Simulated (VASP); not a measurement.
# NaF (I4/mmm) in VASP: a series of runs

The runs below take NaF through single point, with r2SCAN.

Everything below comes from runs of VASP 6.6.1. Logs are shortened: lines on timing, memory, paths and dates and some standing lists are left out, and cuts for length are marked.

### 1 The cell of the first run

It takes space group I4/mmm (No. 139, tetragonal). Conventional cell: a = 3.184 Å, b = 3.184 Å, c = 4.630 Å, α = 90.00°, β = 90.00°, γ = 90.00°. Na (site symmetry 4/mmm) has 6 F at 2.25 to 2.32 Å within 3.0 Å. Within 3.0 Å of F (site symmetry 4/mmm) lie 6 Na at 2.25 to 2.32 Å.

### 2 Single point, r2SCAN (in-plane strain -0.02, then relaxed in part)

Contents of POSCAR:

```
NaF
1.0
    2.2511301222      2.2511301222      0.0000000000
   -2.2511301222      2.2511301222      0.0000000000
    0.0000000000      2.2511301222      2.3151148839
Na F
1 1
Direct
    0.0000000000      0.0000000000      0.0000000000
    0.5000000000      0.5000000000      0.0000000000
```

Contents of INCAR.step1:

```
SYSTEM = NaF
PREC = Accurate ; ENCUT = 520
ISMEAR = 0 ; SIGMA = 0.01
LREAL = .FALSE. ; LASPH = .TRUE.
NELM = 80 ; NBANDS = 14
GGA = PE ; ALGO = Normal
EDIFF = 1E-4 ; LWAVE = .TRUE.
LCHARG = .FALSE.
```

Contents of INCAR.step2:

```
SYSTEM = NaF
PREC = Accurate ; ENCUT = 520
EDIFF = 1E-6 ; ISMEAR = 0
SIGMA = 0.01 ; LREAL = .FALSE.
LASPH = .TRUE. ; NELM = 80
ALGO = Normal ; ISIF = 2
LWAVE = .FALSE. ; LCHARG = .FALSE.
METAGGA = R2SCAN ; LMIXTAU = .TRUE.
NBANDS = 14 ; ISTART = 1
```

Contents of KPOINTS:

```
Automatic mesh
0
G
  8 8 8
  0 0 0
```

Potentials or basis: VASP PAW PBE potentials, release 64 (Na_pv, F).

Started as:

```sh
cat potpaw_PBE.64/Na_pv/POTCAR potpaw_PBE.64/F/POTCAR > POTCAR
cp INCAR.step1 INCAR
mpirun -np 1 vasp_std > vasp.out
cp INCAR.step2 INCAR
mpirun -np 1 vasp_std > vasp.out
```

OUTCAR:

```text
SYSTEM = NaF
   PREC = Accurate
   ENCUT = 520
   EDIFF = 1E-6
   ISMEAR = 0
   LREAL = .FALSE.
   LASPH = .TRUE.
   NELM = 80
   ISIF = 2
   METAGGA = R2SCAN
   ISTART = 1

 ion  position               nearest neighbor table
   1  0.000  0.000  0.000-   2 2.25   2 2.25   2 2.25   2 2.25   2 2.32   2 2.32
   2  0.500  0.500  0.000-   1 2.25   1 2.25   1 2.25   1 2.25   1 2.32   1 2.32

  LATTYP: Found a body centered tetragonal cell.
 ALAT       =     3.1835787495
 C/A-ratio  =     1.4544103137

  Lattice vectors:

 A1 = (   2.2511301222,   0.0000000000,  -2.3151148839)
 A2 = (  -2.2511301222,   0.0000000000,  -2.3151148839)
 A3 = (   0.0000000000,   2.2511301222,   2.3151148839)

Analysis of symmetry for initial positions (statically):
=====================================================================
 Subroutine PRICEL returns:
 Original cell was already a primitive cell.

 Routine SETGRP: Setting up the symmetry group for a
 body centered tetragonal supercell.

 Subroutine GETGRP returns: Found 16 space group operations
 (whereof 16 operations were pure point group operations)
 out of a pool of 16 trial point group operations.

The static configuration has the point symmetry D_4h.

Analysis of symmetry for dynamics (positions and initial velocities):
=====================================================================
 Subroutine PRICEL returns:
 Original cell was already a primitive cell.

 Routine SETGRP: Setting up the symmetry group for a
 body centered tetragonal supercell.

 Subroutine GETGRP returns: Found 16 space group operations
 (whereof 16 operations were pure point group operations)
 out of a pool of 16 trial point group operations.

The dynamic configuration has the point symmetry D_4h.

 Subroutine INISYM returns: Found 16 space group operations
 (whereof 16 operations are pure point group operations),
 and found     1 'primitive' translations

----------------------------------------------------------------------------------------

                                     Primitive cell

  volume of cell :      23.4641

  direct lattice vectors                    reciprocal lattice vectors
     2.251130122  2.251130122  0.000000000     0.222110661  0.222110661 -0.215972004
    -2.251130122  2.251130122  0.000000000    -0.222110661  0.222110661 -0.215972004
     0.000000000  2.251130122  2.315114884     0.000000000  0.000000000  0.431944007

  length of vectors
     3.183578749  3.183578749  3.229139785     0.381195748  0.381195748  0.431944007

  position of ions in fractional coordinates (direct lattice)
     0.000000000  0.000000000  0.000000000
     0.500000000  0.500000000  0.000000000

  ion indices of the primitive-cell ions
   primitive index   ion index
                 1           1
                 2           2

----------------------------------------------------------------------------------------

 KPOINTS: Automatic mesh

Automatic generation of k-mesh.
 Grid dimensions read from file:
 generate k-points for:    8    8    8

 Generating k-lattice:

  Cartesian coordinates                     Fractional coordinates (reciprocal lattice)
     0.027763833  0.027763833 -0.026996500     0.125000000  0.000000000  0.000000000
    -0.027763833  0.027763833 -0.026996500     0.000000000  0.125000000  0.000000000
     0.000000000  0.000000000  0.053993001     0.000000000  0.000000000  0.125000000

  Length of vectors
     0.047649468  0.047649468  0.053993001

  Shift w.r.t. Gamma in fractional coordinates (k-lattice)
     0.000000000  0.000000000  0.000000000

 Subroutine IBZKPT returns following result:
 ===========================================

 Found     59 irreducible k-points:

 Following reciprocal coordinates:
            Coordinates               Weight
  0.000000  0.000000  0.000000      1.000000
  0.125000  0.000000 -0.000000      8.000000
  0.250000  0.000000 -0.000000      8.000000
  0.375000  0.000000 -0.000000      8.000000
  0.500000  0.000000 -0.000000      4.000000
  0.125000  0.125000 -0.000000      8.000000
[... 16 lines left out ...]
  0.250000  0.000000  0.125000      4.000000
  0.375000  0.000000  0.125000      8.000000
 [... further k-points ...]
   k-points           NKPTS =     59   k-points in BZ     NKDIM =     59   number of bands    NBANDS=     14
   number of dos      NEDOS =    301   number of ions     NIONS =      2
   total plane-waves  NPLWV =  13824
   dimension x,y,z NGX =    24 NGY =   24 NGZ =   24
   dimension x,y,z NGXF=    48 NGYF=   48 NGZF=   48
   ions per type =               1   1
   NGX,Y,Z   is equivalent  to a cutoff of  12.53, 12.53, 12.36 a.u.
   NGXF,Y,Z  is equivalent  to a cutoff of  25.07, 25.07, 24.71 a.u.
 SYSTEM =  NaF
   PREC   = accura    normal or accurate (medium, high low for compatibility)
   ISTART =      1    job   : 0-new  1-cont  2-samecut
   ICHARG =      0    charge: 1-file 2-atom 10-const
   ISPIN  =      1    spin polarized calculation?
   LNONCOLLINEAR =      F non collinear calculations
   LSORBIT =      F    spin-orbit coupling
   LASPH  =      T    aspherical Exc in radial PAW
   ENCUT  =  520.0 eV  38.22 Ry    6.18 a.u.   5.92  5.92  6.00*2*pi/ulx,y,z
   NELM   =     80;   NELMIN=  2; NELMDL=  0     # of ELM steps
   EDIFF  = 0.1E-05   stopping-criterion for ELM
   LREAL  =      F    real-space projection
   EDIFFG = 0.1E-04   stopping-criterion for IOM
   NSW    =      0    number of steps for IOM
   IBRION =     -1    ionic relax: 0-MD 1-quasi-New 2-CG
   NFREE  =      0    steps in history (QN), initial steepest desc. (CG)
   ISIF   =      2    stress and relaxation
   ISYM   =      2    0-nonsym 1-usesym 2-fastsym
   POTIM  = 0.5000    time-step for ionic-motion
   TEBEG  =    0.0;   TEEND  =   0.0 temperature during run
   PSTRESS=    0.0 pullay stress
   NELECT =      14.0000    total number of electrons
   NUPDOWN=      -1.0000    fix difference up-down
   EMIN   =  10.00;   EMAX   =-10.00  energy-range for DOS
   EFERMI =   0.00;   METHOD = LEGACY
   ISMEAR =     0;   SIGMA  =   0.01  broadening in eV -4-tet -1-fermi 0-gaus
   EFERMI_NEDOS =   21; number of points for ismear=-14 and -15
   IALGO  =     38    algorithm
   IMIX   =      4    mixing-type and parameters
     AMIX     =   0.40;   BMIX     =  1.00
     AMIX_MAG =   1.60;   BMIX_MAG =  1.00
  volume/ion in A,a.u.               =      11.73        79.17
  Fermi-wavevector in a.u.,A,eV,Ry     =   1.378213  2.604444 25.843863  1.899470
  Thomas-Fermi vector in A             =   2.503295
   LORBIT       =      0    0 simple, 1 ext, 2 COOP (PROOUT), +10 PAW based schemes
   METAGGA = R2SCAN    functional components
   LHFCALC =     F    Hartree Fock is set to
   AEXX    =    0.0000 exact exchange contribution
   IVDW    =     0    specifies the selected vdW correction
   LEPSILON=     F    determine dielectric tensor
   LRPA    =     F    only Hartree local field effects (RPA)
 non-spin polarized calculation
 Gauss-broadening in eV      SIGMA  =   0.01
  energy-cutoff  :      520.00
  volume of cell :       23.46
 maximum number of plane-waves:       646
   NGX = 11   NGY = 11   NGZ = 13

 number of electron      14.0000004 magnetization

 Free energy of the ion-electron system (eV)
  ---------------------------------------------------
  ext. energy  EPLUGINS =         0.00000000
  ---------------------------------------------------
  free energy    TOTEN  =       -12.59738724 eV

  energy without entropy =      -12.59738724  energy(sigma->0) =      -12.59738724

 E-fermi :  -2.3668     XC(G=0): -10.0879

 val. band max:       -2.4668976151   @ k =   0.0000   0.0000   0.0000
 cond. band min:       5.0432149702   @ k =   0.0000   0.0000   0.0000
 fundamental gap:      7.5101125853
 Fermi energy:        -2.3668225566

 k-point     1 :       0.0000    0.0000    0.0000
  band No.  band energies     occupation
      1     -22.8671      2.00000
      2     -21.7949      2.00000
      3     -21.7869      2.00000
      4     -21.7868      2.00000
      5      -2.4735      2.00000
      6      -2.4669      2.00000
      7      -2.4669      2.00000
      8       5.0432      0.00000
      9      17.6098      0.00000
     10      17.8140      0.00000
     11      17.8147      0.00000
     12      20.5458      0.00000
     13      22.7801      0.00000
     14      23.6259      0.00000

 k-point     2 :       0.1250    0.0000   -0.0000
  band No.  band energies     occupation
      1     -22.9435      2.00000
      2     -21.7956      2.00000
      3     -21.7880      2.00000
      4     -21.6896      2.00000
      5      -2.7727      2.00000
      6      -2.5177      2.00000
      7      -2.5099      2.00000
      8       5.6066      0.00000
      9      15.9426      0.00000
     10      17.9598      0.00000
     11      18.1185      0.00000
     12      22.3896      0.00000
     13      22.7578      0.00000
     14      23.1782      0.00000

 k-point     3 :       0.2500    0.0000   -0.0000
  band No.  band energies     occupation
      1     -23.0905      2.00000
      2     -21.8016      2.00000
      3     -21.7909      2.00000
      4     -21.4874      2.00000
      5      -3.4051      2.00000
      6      -2.6279      2.00000
      7      -2.6123      2.00000
      8       6.9742      0.00000
      9      13.8823      0.00000
     10      18.6365      0.00000
     11      18.8852      0.00000
     12      21.8569      0.00000
     13      22.5124      0.00000
     14      24.1189      0.00000
[... 324 lines left out ...]
 k-point    23 :       0.2500    0.0000    0.1250
  band No.  band energies     occupation
      1     -23.0412      2.00000
      2     -21.8124      2.00000
      3     -21.7853      2.00000
      4     -21.5492      2.00000
      5      -3.1394      2.00000
      6      -2.6274      2.00000
      7      -2.5669      2.00000
      8       6.4375      0.00000
      9      14.5869      0.00000
     10      17.9536      0.00000
     11      18.7507      0.00000
     12      22.0539      0.00000
     13      22.5896      0.00000
     14      24.6047      0.00000

 k-point    24 :       0.3750    0.0000    0.1250
  band No.  band energies     occupation
      1     -23.1417      2.00000
      2     -21.8275      2.00000
      3     -21.7882      2.00000
      4     -21.3920      2.00000
      5      -3.6349      2.00000
      6      -2.7911      2.00000
      7      -2.6673      2.00000
      8       7.8896      0.00000
      9      13.1052      0.00000
     10      17.9046      0.00000
     11      19.8375      0.00000
     12      21.3274      0.00000
     13      22.1071      0.00000
     14      25.3130      0.00000

 [... further k-points ...]
[... 5 lines left out ...]
  --------------------------------------------------------------------------------------
  -------------------------------------------------------------------------------------
  Total        0.3419405      0.3419405     -0.1201300      0.0000000      0.0000000      0.0000000
  in kB       23.3484122     23.3484122     -8.2027266      0.0000000      0.0000000      0.0000000
  external PRESSURE =      12.8313659 kB  Pullay stress =       0.0000000 kB

 VOLUME and BASIS-vectors are now :
 -----------------------------------------------------------------------------
  energy-cutoff  :      520.00
  volume of cell :       23.46
      direct lattice vectors                 reciprocal lattice vectors
     2.251130122  2.251130122  0.000000000     0.222110661  0.222110661 -0.215972004
    -2.251130122  2.251130122  0.000000000    -0.222110661  0.222110661 -0.215972004
     0.000000000  2.251130122  2.315114884     0.000000000  0.000000000  0.431944007

 POSITION                                       TOTAL-FORCE (eV/Angst)
 -----------------------------------------------------------------------------------
      0.00000      0.00000      0.00000         0.000000     -0.000000      0.000000
      0.00000      2.25113      0.00000         0.000000      0.000000      0.000000
 -----------------------------------------------------------------------------------
    total drift:                                0.000000     -0.000000     -0.000000

  FREE ENERGIE OF THE ION-ELECTRON SYSTEM (eV)
  ---------------------------------------------------
  free  energy   TOTEN  =       -12.5973872390 eV

  energy  without entropy=      -12.5973872390  energy(sigma->0) =      -12.59738724
```

Run time: 76 s. Hardware: 1 thread of AMD EPYC 7R43 (Zen 3), shared host; peak memory 0.11 GiB.

What came out:

- Free energy: -12.5974 eV
- Pressure: 1.3 GPa
- Band gap on the k mesh: 7.51 eV

Stress tensor (GPa, compression positive):
```
 2.33  0.00  0.00
 0.00  2.33  0.00
 0.00  0.00 -0.82
```

Caveat: the cell differs from its parent crystal (in-plane strain -0.02, then relaxed in part); the PAW data sets were made with another functional, which shifts forces and pressure a little.

### 3 Single point, r2SCAN (in-plane strain -0.02)

Changes to POSCAR since step 2:

```diff
@@ -4,3 +4,3 @@
    -2.2511301222      2.2511301222      0.0000000000
-    0.0000000000      2.2511301222      2.3151148839
+    0.0000000000      2.2511301222      2.3246364119
 Na F
```

Contents of INCAR.step1:

```
SYSTEM = NaF
PREC = Accurate
ENCUT = 520
ISMEAR = 0
SIGMA = 0.01
LREAL = .False.
LASPH = .True.
NELM = 80
NBANDS = 14
GGA = PE
ALGO = Normal
EDIFF = 1E-4
LWAVE = .True.
LCHARG = .False.
```

Contents of INCAR.step2:

```
SYSTEM = NaF
PREC = Accurate
ENCUT = 520
EDIFF = 1E-6
ISMEAR = 0
SIGMA = 0.01
LREAL = .False.
LASPH = .True.
NELM = 80
ALGO = Normal
ISIF = 2
LWAVE = .False.
LCHARG = .True.
METAGGA = R2SCAN
LMIXTAU = .True.
LELF = .True.
LVHAR = .True.
NBANDS = 14
ISTART = 1
```

Contents of KPOINTS:

```
Automatic mesh
0
Gamma
  8 8 8
  0 0 0
```

Potentials or basis: VASP PAW PBE potentials, release 64 (Na_pv, F).

Started as:

```sh
cat potpaw_PBE.64/Na_pv/POTCAR potpaw_PBE.64/F/POTCAR > POTCAR
cp INCAR.step1 INCAR
mpirun -np 1 vasp_std > vasp.out
cp INCAR.step2 INCAR
mpirun -np 1 vasp_std > vasp.out
```

Run time: 82 s. Hardware: 1 thread of AMD EPYC 7R43 (Zen 3), shared host; peak memory 0.11 GiB.

It converged, with:

| Item | Value |
| --- | --- |
| Free energy | -12.5969 eV |
| Pressure | 1.1 GPa |
| Band gap on the k mesh | 7.48 eV |

Stress tensor (GPa, compression positive):
```
 2.23  0.00  0.00
 0.00  2.23  0.00
 0.00  0.00 -1.25
```

Levels at points of the mesh, in eV from the valence-band top:
```tsv
k point	band 5	band 6	band 7	band 8	band 9	band 10
(0.00, 0.00, 0.00)	-0.01	0.00	0.00	7.48	20.03	20.26
(0.50, 0.00, 0.00)	-1.67	-0.31	-0.28	11.98	13.89	21.72
(0.50, 0.50, 0.00)	-1.33	-0.47	-0.43	14.01	14.69	15.44
(0.00, 0.00, 0.50)	-1.39	-0.39	-0.39	14.24	14.33	15.35
```

Caveat: the cell differs from its parent crystal (in-plane strain -0.02); the PAW data sets were made with another functional, which shifts forces and pressure a little.

(Continued in part 2 of 2.)
